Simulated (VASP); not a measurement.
# GePt: relaxation of cell and atoms with PBE

Crystal: GePt.

```
Ge Pt
1.0
    -5.82714    3.74452    0.00000
     5.82714    3.74452    0.00000
     0.00000   -3.74452   -6.19055
Ge Pt
8 8
Direct
  0.67464 0.48787 0.41251
  0.17464 0.98787 0.41251
  0.82536 0.01213 0.58749
  0.32536 0.51213 0.58749
  0.73787 0.42464 0.91251
  0.23787 0.92464 0.91251
  0.76213 0.07536 0.08749
  0.26213 0.57536 0.08749
  0.27760 0.27939 0.80699
  0.77760 0.77939 0.80699
  0.22240 0.22061 0.19301
  0.72240 0.72061 0.19301
  0.52939 0.02760 0.30699
  0.02939 0.52760 0.30699
  0.97061 0.47240 0.69301
  0.47061 0.97240 0.69301
```

```yaml
Program: VASP 6.6.1
Task: relaxation of cell and atoms
Functional: PBE
Potentials_or_basis: VASP PAW PBE potentials, release 64 (Ge_d, Pt)
Cutoff: 500 eV
k_mesh: 6 × 6 × 6
Occupations: gaussian, width 0.1 eV
Spin: no spin polarisation
Dipole_correction: no
Further_INCAR_settings: ALGO = Normal; EDIFF = 1e-07; IBRION = 2; EDIFFG = -0.015; NSW = 80; ISIF = 3
```

```
Relaxed volume                        : 16.87 Å³/atom
Relaxed cell                          : a = 6.931 Å, b = 6.931 Å, c = 7.224 Å, α = 106.32°, β = 106.32°, γ = 114.48°
Space group after relaxing (to 0.1 Å) : Pnma (No. 62)
Energy gained by relaxing             : 0.1 meV/atom
Ionic steps                           : 7
Pressure after relaxing               : 0.0 GPa
Largest force after relaxing          : 0.006 eV/Å
Band gap on the k mesh                : zero (bands 96 and 97 overlap by 0.83 eV)
```

Forces in eV/Å, atoms in the order of the input:
```
Ge  -0.003  0.000 -0.005
Ge  -0.003  0.000 -0.005
Ge   0.003  0.000  0.005
Ge   0.003  0.000  0.005
Ge   0.003  0.000 -0.005
Ge   0.003  0.000 -0.005
Ge  -0.003  0.000  0.005
Ge  -0.003  0.000  0.005
Pt   0.003  0.000 -0.005
Pt   0.003  0.000 -0.005
Pt  -0.003  0.000  0.005
Pt  -0.003  0.000  0.005
Pt  -0.003  0.000 -0.005
Pt  -0.003  0.000 -0.005
Pt   0.003  0.000  0.005
Pt   0.003  0.000  0.005
```

Stress tensor (GPa, compression positive):
```
-0.06  0.00  0.00
 0.00  0.07  0.00
 0.00  0.00  0.00
```

Step by step:
```
step  energy change (eV)  largest force (eV/Å)  pressure (GPa)  volume (Å³)
   1              0.0000                0.0260           -0.08       270.15
   2             -0.0006                0.0220            0.11       269.82
   3             -0.0006                0.0242            0.15       269.76
   4             -0.0010                0.0252            0.03       269.95
   5             -0.0010                0.0258           -0.03       270.05
   6             -0.0012                0.0164           -0.03       270.02
   7             -0.0013                0.0059            0.00       269.96
```

Final structure:
```xyz
16
Lattice="-5.8288 3.7506 0.0000 5.8288 3.7506 0.0000 0.0000 -3.7506 -6.1742" Properties=species:S:1:pos:R:3 pbc="T T T"
Ge   -1.0873    2.8130   -2.5413
Ge    4.7415    2.8130   -2.5413
Ge   -4.7415    0.9377   -3.6329
Ge    1.0873    0.9377   -3.6329
Ge   -1.8271    0.9377   -5.6284
Ge    4.0017    0.9377   -5.6284
Ge   -4.0017    2.8130   -0.5458
Ge    1.8271    2.8130   -0.5458
Pt    0.0107   -0.9377   -4.9858
Pt    0.0107    2.8130   -4.9858
Pt   -0.0107    0.9377   -1.1884
Pt   -0.0107    4.6883   -1.1884
Pt   -2.9251    0.9377   -1.8987
Pt    2.9037    0.9377   -1.8987
Pt   -2.9037    2.8130   -4.2755
Pt    2.9251    2.8130   -4.2755
```

Levels at points of the mesh, in eV from the Fermi level:
```
           k point  band 92  band 93  band 94  band 95  band 96  band 97  band 98  band 99  band 100  band 101
(0.00, 0.00, 0.00)    -2.34    -2.32    -1.36    -1.29    -0.89     0.66     0.79     2.41      2.41      2.41
(0.50, 0.00, 0.00)    -1.16    -1.10    -1.10    -0.35    -0.35    -0.07    -0.07     1.02      1.02      1.19
(0.50, 0.50, 0.00)    -2.34    -2.04    -2.04    -0.03    -0.03     0.50     0.50     0.97      0.97      1.36
(0.00, 0.00, 0.50)    -1.78    -1.73    -1.73     0.00     0.00     0.58     0.58     0.58      0.58      1.11
(0.50, 0.50, 0.50)    -1.51    -1.27    -1.27    -0.13    -0.13     0.71     0.71     1.73      1.73      2.03
```

It took 29 min on 4 MPI ranks on Intel(R) Xeon(R) 6975P-C (Granite Rapids) (shared host), peak memory 1.1 GiB a rank.

Caveat: spin-orbit coupling is left out, which moves the levels of the heavy elements.
